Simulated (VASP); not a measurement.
Set up this calculation in VASP 6.6.1, as the native input.

```yaml
Task: single point
Functional: LDA
Potentials_or_basis: VASP PAW LDA potentials, release 64 (Cu, O)
Cutoff: 520 eV
k_mesh: 7 × 7 × 4
Occupations: gaussian, width 0.05 eV
Spin: collinear spin, ferromagnetic start
Starting_moments: "[0.52, 0.52, 0.27, 0.27] μB"
Fixed_moment: 1.5 μB
Hubbard_terms: Cu d U = 8.0 eV
Dipole_correction: no
Further_INCAR_settings: ALGO = Normal; EDIFF = 1e-06; NBANDS = 29
```

The structure of CuO lies in POSCAR:

```
CuO
1.0
    2.3446497600     -1.7133998200      0.0000000000
    2.3446497600      1.7133998200      0.0000000000
   -0.8605499100      0.0000000000      5.0594394800
Cu O
2 2
Direct
    0.0032000000      0.4968000000      0.0000000000
    0.4968000000      0.0032000000      0.5000000000
    0.5714000000      0.4056000000      0.2537000000
    0.4056000000      0.5714000000      0.7537000000
```

The input as run:

INCAR

```
SYSTEM = CuO
PREC = Accurate
ENCUT = 520
EDIFF = 1E-6
ISMEAR = 0
SIGMA = 0.05
LREAL = .FALSE.
LASPH = .TRUE.
NELM = 150
ALGO = Normal
ISIF = 2
LWAVE = .FALSE.
LCHARG = .FALSE.
ISPIN = 2
MAGMOM = 0.52 0.52 0.27 0.27
LORBIT = 11
NUPDOWN = 1.5
LMAXMIX = 4
LDAU = .TRUE.
LDAUTYPE = 2
LDAUL = 2 -1
LDAUU = 8 0
LDAUJ = 0 0
LDAUPRINT = 1
GGA = CA
NBANDS = 29
```

KPOINTS

```
regular mesh
0
G
  7 7 4
  0 0 0
```

Potentials or basis: VASP PAW LDA potentials, release 64 (Cu, O).

Launch:

```sh
$ cat potpaw_LDA.64/Cu/POTCAR potpaw_LDA.64/O/POTCAR > POTCAR
$ mpirun -np 1 vasp_std > vasp.out
```

It gave:

The pressure is -14.1 GPa, the largest force is 0.685 eV/Å and the net moment is 1.50 μB per cell. The site moments are Cu +0.55; O +0.18 μB and the valence electrons inside the program's atomic spheres are Cu 10.02; O 4.94.

Caveat: the cell stands under tension; the total moment is fixed, so each spin has its own Fermi level.

It took 52 s on 1 thread of Intel(R) Xeon(R) 6975P-C (Granite Rapids) (shared host), peak memory 0.22 GiB.
